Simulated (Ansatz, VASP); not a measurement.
ScH3Br2 in VASP and in Ansatz

```
Sc H Br
1.0
     3.48132    0.00000    0.00000
    -1.74066    3.01491    0.00000
     0.00000    0.00000    7.57831
Sc H Br
1 3 2
Direct
  0.00000 0.00000 0.00000
  0.33333 0.66667 0.04237
  0.66667 0.33333 0.95763
  0.00000 0.00000 0.50000
  0.33333 0.66667 0.68811
  0.66667 0.33333 0.31189
```

Change from the starting cell: species swapped into the Sn2PbSe3 type (P-3m1, No. 164).

Alike in both runs: functional PBE; k mesh 6 × 6 × 2; occupations gaussian, width 0.1 eV; no spin polarisation.

Ansatz relaxed the structure, and its values are those at the end. VASP's run is a single point on that final structure, the one shown.

```csv
,VASP,Ansatz
version,VASP 6.6.1,Ansatz 0.2.0
potentials or method,"VASP PAW PBE potentials, release 64 (Sc_sv, H, Br), cutoff 520 eV","scalar-relativistic, plane waves, PAW"
valence electrons in the cell,28,28
```

Ansatz gave:

* gap on the k mesh at the Fermi level (eV): none
* pressure (GPa): 0.0
* rms of the force components (eV/Å): 0.001

**Question.** Estimate VASP's values.

**Answer.** gap on the k mesh at the Fermi level (eV): none; pressure (GPa): 0.0; rms of the force components (eV/Å): 0.004.

A gap of «none» marks a metal or a gap that the smearing closes. With one functional, cell and mesh, what is left measures potentials, basis and numerics.

The k mesh is coarse, so the values compare programs but aren't converged.
